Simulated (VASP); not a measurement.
# Ti in VASP: notebook

Runs on Ti. Level: PBE. Tasks: single point.

Everything below comes from runs of VASP 6.6.1. Logs are shortened: lines on timing, memory, paths and dates and some standing lists are left out, and cuts for length are marked.

## (1) The cell of the first run

The cell holds a disordered packing, 22 atoms: a = 7.405 Å, b = 7.268 Å, c = 7.433 Å, α = 95.87°, β = 91.79°, γ = 89.58°.

## (2) Single point, PBE

INCAR reads:

```
SYSTEM = Ti
PREC = Accurate
ENCUT = 400
EDIFF = 1E-6
ISMEAR = -1
SIGMA = 0.2508
LREAL = Auto
LASPH = .TRUE.
NELM = 120
ALGO = Normal
ISIF = 2
LWAVE = .FALSE.
LCHARG = .FALSE.
GGA = PE
NBANDS = 149
ISYM = -1
GGA_COMPAT = .FALSE.
```

KPOINTS reads:

```
explicit points
1
Reciprocal
  0.25000000   0.25000000   0.25000000 1
```

POSCAR reads:

```
Ti
1.0
    7.4036360000      0.0242520000     -0.1156530000
    0.0242520000      7.2584860000     -0.3764210000
   -0.1156530000     -0.3764210000      7.4221130000
Ti
22
Direct
    0.6412133425      1.0628091705      0.2333137393
    0.6753360310      0.7458731764      0.5340118057
    0.3034095205      0.5147659116      0.6988729383
    0.6835662305      0.3873028427      0.8988475935
    0.9851351469      0.8871713339      0.3665077257
    0.0994451809      0.9402351161      0.6729570644
    0.1129557378      0.4756211678      0.1133730335
    0.9666315369      0.5208195975      0.5619652073
    0.1170698570     -0.1687649669     -0.0301788988
    0.4641833281      0.7819082786      0.8754311462
    0.3276797141      0.5976863873      0.3959985316
    0.8695172798      0.6052088276      0.8222610723
    0.4557264675      0.0737164274      0.6456784671
    0.7802168846      0.1967099660      0.5193157508
    0.2428575668      0.1743068026      0.4414612048
    0.0608356933      0.2941923740      0.8202215485
    0.6614156155      0.6662762286      0.1446049211
    0.3780440852      0.1890502458      0.0365199796
    0.7477139164      0.0162189295      0.8649582003
    0.5658628990      0.3774835610      0.3504332905
    0.8696338972      0.2546016776      0.1470297188
    0.3392616071      0.8887782637      0.2169256148
```

Potentials or basis: VASP PAW PBE potentials, release 64 (Ti_sv).

Started as:

```sh
cat potpaw_PBE.64/Ti_sv/POTCAR > POTCAR
mpirun -np 1 vasp_std > vasp.out
```

OUTCAR:

```text
SYSTEM = Ti
   PREC = Accurate
   ENCUT = 400
   EDIFF = 1E-6
   ISMEAR = -1
   LREAL = Auto
   LASPH = .TRUE.
   NELM = 120
   ISIF = 2
   GGA = PE
   ISYM = -1

 ion  position               nearest neighbor table
   1  0.641  0.063  0.233-  21 2.35  20 2.43  14 2.45  22 2.57  18 2.62  19 2.86  17 2.89
   2  0.675  0.746  0.534-   8 2.71  12 2.82   5 2.89  17 2.89  11 2.91
   3  0.303  0.515  0.699-  11 2.40  10 2.51  16 2.66   8 2.67
   4  0.684  0.387  0.899-  12 2.23  21 2.53  17 2.59  19 2.72
   5  0.985  0.887  0.367-   6 2.40  15 2.84  14 2.86  22 2.88   2 2.89
   6  0.099  0.940  0.673-   5 2.40   9 2.42  16 2.71  15 2.78  13 2.84
   7  0.113  0.476  0.113-  16 2.45  21 2.46  11 2.68  18 2.88   9 2.90
   8  0.967  0.521  0.562-  12 2.12   3 2.67   2 2.71  14 2.72  16 2.73
   9  0.117  0.831  0.970-   6 2.42  22 2.43  12 2.61  10 2.70   7 2.90
  10  0.464  0.782  0.875-   3 2.51  17 2.64   9 2.70  19 2.72  22 2.76  13 2.86
  11  0.328  0.598  0.396-  20 2.38   3 2.40  22 2.62   7 2.68   2 2.91
  12  0.870  0.605  0.822-   8 2.12   4 2.23   9 2.61  16 2.66   2 2.82  17 2.88
  13  0.456  0.074  0.646-  15 2.32  19 2.72  14 2.79   6 2.84  10 2.86
  14  0.780  0.197  0.519-   1 2.45  20 2.45   8 2.72  13 2.79   5 2.86
  15  0.243  0.174  0.441-  13 2.32  22 2.64   6 2.78   5 2.84
  16  0.061  0.294  0.820-   7 2.45   3 2.66  12 2.66   6 2.71   8 2.73  21 2.89
  17  0.661  0.666  0.145-   4 2.59  10 2.64  20 2.83  12 2.88   2 2.89   1 2.89  22 2.91
  18  0.378  0.189  0.037-   1 2.62  22 2.70   7 2.88  20 2.90
  19  0.748  0.016  0.865-  21 2.72  10 2.72  13 2.72   4 2.72   1 2.86
  20  0.566  0.377  0.350-  11 2.38   1 2.43  14 2.45  17 2.83  21 2.84  18 2.90
  21  0.870  0.255  0.147-   1 2.35   7 2.46   4 2.53  19 2.72  20 2.84  16 2.89
  22  0.339  0.889  0.217-   9 2.43   1 2.57  11 2.62  15 2.64  18 2.70  10 2.76   5 2.88  17 2.91

IMPORTANT INFORMATION: All symmetrisations will be switched off!
NOSYMM: (Re-)initialisation of all symmetry stuff for point group C_1.

----------------------------------------------------------------------------------------

                                     Primitive cell

  volume of cell :     397.7099

  direct lattice vectors                    reciprocal lattice vectors
     7.403636000  0.024252000 -0.115653000     0.135102507 -0.000343132  0.002087795
     0.024252000  7.258486000 -0.376421000    -0.000343132  0.138133954  0.007000276
    -0.115653000 -0.376421000  7.422113000     0.002087795  0.007000276  0.135120081

  length of vectors
     7.404578975  7.268280398  7.432552036     0.135119073  0.138311644  0.135317401

  position of ions in fractional coordinates (direct lattice)
     0.641213343  0.062809171  0.233313739
     0.675336031  0.745873176  0.534011806
     0.303409520  0.514765912  0.698872938
     0.683566230  0.387302843  0.898847594
     0.985135147  0.887171334  0.366507726
     0.099445181  0.940235116  0.672957064
[... 14 lines left out ...]
     0.869633897  0.254601678  0.147029719
     0.339261607  0.888778264  0.216925615

  ion indices of the primitive-cell ions
   primitive index   ion index
                 1           1
                 2           2
                 3           3
                 4           4
                 5           5
                 6           6
[... 14 lines left out ...]
                21          21
                22          22

----------------------------------------------------------------------------------------

 KPOINTS: explicit points

Read explicit list of k-points.

 Found      1 k-points:

 Following reciprocal coordinates:
            Coordinates               Weight
  0.250000  0.250000  0.250000      1.000000
   k-points           NKPTS =      1   k-points in BZ     NKDIM =      1   number of bands    NBANDS=    149
   number of dos      NEDOS =    301   number of ions     NIONS =     22
   total plane-waves  NPLWV = 110592
   dimension x,y,z NGX =    48 NGY =   48 NGZ =   48
   dimension x,y,z NGXF=    96 NGYF=   96 NGZF=   96
   ions per type =              22
   NGX,Y,Z   is equivalent  to a cutoff of  10.78, 10.98, 10.74 a.u.
   NGXF,Y,Z  is equivalent  to a cutoff of  21.55, 21.96, 21.47 a.u.
 SYSTEM =  Ti
   PREC   = accura    normal or accurate (medium, high low for compatibility)
   ISTART =      0    job   : 0-new  1-cont  2-samecut
   ICHARG =      2    charge: 1-file 2-atom 10-const
   ISPIN  =      1    spin polarized calculation?
   LNONCOLLINEAR =      F non collinear calculations
   LSORBIT =      F    spin-orbit coupling
   LASPH  =      T    aspherical Exc in radial PAW
   ENCUT  =  400.0 eV  29.40 Ry    5.42 a.u.  12.07 11.85 12.12*2*pi/ulx,y,z
   NELM   =    120;   NELMIN=  2; NELMDL= -5     # of ELM steps
   EDIFF  = 0.1E-05   stopping-criterion for ELM
   LREAL  =      T    real-space projection
   EDIFFG = 0.1E-04   stopping-criterion for IOM
   NSW    =      0    number of steps for IOM
   IBRION =     -1    ionic relax: 0-MD 1-quasi-New 2-CG
   NFREE  =      0    steps in history (QN), initial steepest desc. (CG)
   ISIF   =      2    stress and relaxation
   ISYM   =     -1    0-nonsym 1-usesym 2-fastsym
   POTIM  = 0.5000    time-step for ionic-motion
   TEBEG  =    0.0;   TEEND  =   0.0 temperature during run
   PSTRESS=    0.0 pullay stress
   NELECT =     264.0000    total number of electrons
   NUPDOWN=      -1.0000    fix difference up-down
   EMIN   =  10.00;   EMAX   =-10.00  energy-range for DOS
   EFERMI =   0.00;   METHOD = LEGACY
   ISMEAR =    -1;   SIGMA  =   0.25  broadening in eV -4-tet -1-fermi 0-gaus
   EFERMI_NEDOS =   21; number of points for ismear=-14 and -15
   IALGO  =     38    algorithm
   IMIX   =      4    mixing-type and parameters
     AMIX     =   0.40;   BMIX     =  1.00
     AMIX_MAG =   1.60;   BMIX_MAG =  1.00
  volume/ion in A,a.u.               =      18.08       121.99
  Fermi-wavevector in a.u.,A,eV,Ry     =   1.428085  2.698689 27.748077  2.039426
  Thomas-Fermi vector in A             =   2.548185
   LORBIT       =      0    0 simple, 1 ext, 2 COOP (PROOUT), +10 PAW based schemes
   GGA     = PE    functional components
   LHFCALC =     F    Hartree Fock is set to
   AEXX    =    0.0000 exact exchange contribution
   IVDW    =     0    specifies the selected vdW correction
   LEPSILON=     F    determine dielectric tensor
   LRPA    =     F    only Hartree local field effects (RPA)
 non-spin polarized calculation
  energy-cutoff  :      400.00
  volume of cell :      397.71
 maximum number of plane-waves:      7222
 NGX is ok and might be reduce to    48
   NGX = 25   NGY = 23   NGZ = 25

 number of electron     263.9999977 magnetization

 Free energy of the ion-electron system (eV)
  ---------------------------------------------------
  ext. energy  EPLUGINS =         0.00000000
  ---------------------------------------------------
  free energy    TOTEN  =      -163.98408886 eV

  energy without entropy =     -157.13484973  energy(sigma->0) =     -160.55946930

 E-fermi :   7.6586     XC(G=0): -11.1890

 val. band max:        7.6152641007   @ k =   0.2500   0.2500   0.2500
 cond. band min:       7.7003593236   @ k =   0.2500   0.2500   0.2500
 fundamental gap:      0.0850952229
 Fermi energy:         7.6586143820

 k-point     1 :       0.2500    0.2500    0.2500
  band No.  band energies     occupation
      1     -49.0847      2.00000
      2     -49.0593      2.00000
      3     -49.0072      2.00000
      4     -48.9931      2.00000
      5     -48.9689      2.00000
      6     -48.9429      2.00000
[... 136 lines left out ...]
    143       8.2641      0.16417
    144       8.3231      0.13206
 [bands above 144 left out]

------------------------ aborting loop because EDIFF is reached ----------------------------------------

  FORCE on cell =-STRESS in cart. coord.  units (eV):
  Direction    XX          YY          ZZ          XY          YZ          ZX
  --------------------------------------------------------------------------------------
  -------------------------------------------------------------------------------------
  Total        4.0050132      6.4123605     10.8174500      4.0673645     -1.2170101      8.7104351
  in kB       16.1342240     25.8322397     43.5781738     16.3854068     -4.9027338     35.0900494
  external PRESSURE =      28.5148792 kB  Pullay stress =       0.0000000 kB

 VOLUME and BASIS-vectors are now :
 -----------------------------------------------------------------------------
  energy-cutoff  :      400.00
  volume of cell :      397.71
      direct lattice vectors                 reciprocal lattice vectors
     7.403636000  0.024252000 -0.115653000     0.135102507 -0.000343132  0.002087795
     0.024252000  7.258486000 -0.376421000    -0.000343132  0.138133954  0.007000276
    -0.115653000 -0.376421000  7.422113000     0.002087795  0.007000276  0.135120081

 POSITION                                       TOTAL-FORCE (eV/Angst)
 -----------------------------------------------------------------------------------
      4.72185      0.38363      1.63388        -0.543734     -2.443165     -0.275075
      4.95627      5.22928      3.60463        -0.605698      0.465802     -0.099378
      2.17799      3.48071      4.95826         0.542291     -0.904440      1.481125
      4.96631      2.48946      6.44650        -2.516232     -1.360358     -1.193847
      7.27271      6.32545      2.27238        -0.586976     -0.663703     -1.656225
      0.68123      6.57378      4.62934         0.153978     -1.426853     -0.134520
[... 14 lines left out ...]
      6.42762      1.81377      0.89486         1.839090     -0.620850      1.258520
      2.50824      6.37776      1.23626         0.461893     -0.992514      1.242307
 -----------------------------------------------------------------------------------
    total drift:                                0.003570     -0.005243     -0.003939

  FREE ENERGIE OF THE ION-ELECTRON SYSTEM (eV)
  ---------------------------------------------------
  free  energy   TOTEN  =      -163.9840888598 eV

  energy  without entropy=     -157.1348497321  energy(sigma->0) =     -160.55946930
```

It took 2.2 min on 1 thread of AMD EPYC 9R45 (Zen 5), shared host; peak memory 0.3 GiB.

Results:

* Free energy: -163.9841 eV
* Pressure: 2.9 GPa
* Largest force: 4.098 eV/Å

Forces in eV/Å, atoms in the order of the input:
```
Ti  -0.544 -2.443 -0.275
Ti  -0.606  0.466 -0.099
Ti   0.542 -0.904  1.481
Ti  -2.516 -1.360 -1.194
Ti  -0.587 -0.664 -1.656
Ti   0.154 -1.427 -0.135
Ti   0.538  1.962  0.556
Ti   1.196 -0.004 -3.920
Ti  -0.731  0.924  0.580
Ti   0.601  0.637 -0.535
Ti  -0.726  1.462 -0.460
Ti  -0.002  2.384  1.849
Ti   0.501 -0.444  0.437
Ti   1.683 -0.593  2.084
Ti  -1.547  2.403 -1.103
Ti   0.118 -1.741 -0.399
Ti   0.769  0.191  1.094
Ti  -0.503  0.399 -0.946
Ti   0.116 -0.707 -0.506
Ti  -0.758  1.070  0.644
Ti   1.839 -0.621  1.259
Ti   0.462 -0.993  1.242
```

Stress tensor (GPa, compression positive):
```
 1.61  1.64  3.51
 1.64  2.58 -0.49
 3.51 -0.49  4.36
```

Caveat: the atoms stand as in a frame of molecular dynamics.

## (3) Single point, PBE

INCAR reads:

```
SYSTEM = Ti
  ALGO = Normal
  EDIFF = 1E-6
  ENCUT = 400
  GGA = PE
  GGA_COMPAT = .FALSE.
  ISIF = 2
  ISMEAR = -1
  ISYM = -1
  LASPH = .TRUE.
  LCHARG = .FALSE.
  LREAL = Auto
  LWAVE = .FALSE.
  NBANDS = 149
  NELM = 120
  PREC = Accurate
  SIGMA = 0.181
```

KPOINTS is that of step 2.

POSCAR reads:

```
Ti
1.0
    7.4036360000      0.0242520000     -0.1156530000
    0.0242520000      7.2584860000     -0.3764210000
   -0.1156530000     -0.3764210000      7.4221130000
Ti
22
Direct
    0.6556065173     -0.0556333817      0.2119771401
    0.6597536585      0.8277162925      0.5269272085
    0.3399000340      0.4936873221      0.7574730719
    0.6955757281      0.3296603775      0.8655238082
    0.9517680881      0.8498771434      0.3445972109
    0.0608229398      0.9005605249      0.6761977686
    0.1752291704      0.4649313699      0.2311441109
    0.9863270388      0.5102305778      0.5231639811
    0.1146217909      0.8420600698      0.9788562162
    0.4553123136      0.8698680506      0.8671601788
    0.2912140885      0.6589004618      0.4652777118
    0.8053332133      0.6392297819      0.8319072636
    0.4640347698      0.1412509695      0.6628375025
    0.7647735473      0.1561680895      0.5294316192
    0.2009630451      0.2416269838      0.3950279994
    0.0541132407      0.2461661295      0.8415411432
    0.6496513016      0.6221925156      0.1811987302
    0.3311120103      0.1619590328      0.0021930249
    0.7631252252     -0.0121263726      0.8915315760
    0.5517938564      0.3997788355      0.3653281436
    0.9382544097      0.2052742572      0.1684732472
    0.3106602250      0.8963797986      0.2676214937
```

Potentials or basis: VASP PAW PBE potentials, release 64 (Ti_sv).

Started as:

```sh
cat potpaw_PBE.64/Ti_sv/POTCAR > POTCAR
mpirun -np 1 vasp_std > vasp.out
```

It took 2.2 min on 1 thread of AMD EPYC 9R45 (Zen 5), shared host; peak memory 0.29 GiB.

The run converged. Its results:

* Free energy: -162.3750 eV
* Pressure: 4.0 GPa
* Largest force: 4.875 eV/Å

Forces in eV/Å, atoms in the order of the input:
```
Ti  -0.850  2.778 -0.623
Ti  -0.887 -2.007  1.231
Ti   0.066  0.383  0.640
Ti  -0.625  0.275  0.865
Ti   1.313 -0.544 -1.006
Ti   0.848  0.021 -0.895
Ti   0.181  2.211 -4.341
Ti  -1.722 -0.202  0.880
Ti  -0.741 -0.774  1.323
Ti  -0.529 -2.324 -0.413
Ti   1.212  0.485  1.624
Ti  -0.046 -0.212 -0.010
Ti  -2.179 -0.552 -1.253
Ti   2.283  1.247 -0.342
Ti   0.874 -1.794  2.450
Ti  -0.581  1.297 -1.177
Ti  -0.545 -0.914 -0.944
Ti   0.920  1.249  1.788
Ti   1.004  0.605 -0.415
Ti   0.331 -1.258  0.721
Ti  -1.062 -0.466  0.190
Ti   0.736  0.497 -0.293
```

Stress tensor (GPa, compression positive):
```
 2.00  1.53  0.29
 1.53  6.33 -1.61
 0.29 -1.61  3.77
```

Levels at points of the mesh, in eV from the Fermi level:
```tsv
k point	band 130	band 131	band 132	band 133	band 134	band 135
(0.25, 0.25, 0.25)	-0.11	-0.06	-0.05	0.01	0.09	0.12
```

Caveat: the atoms stand as in a frame of molecular dynamics.
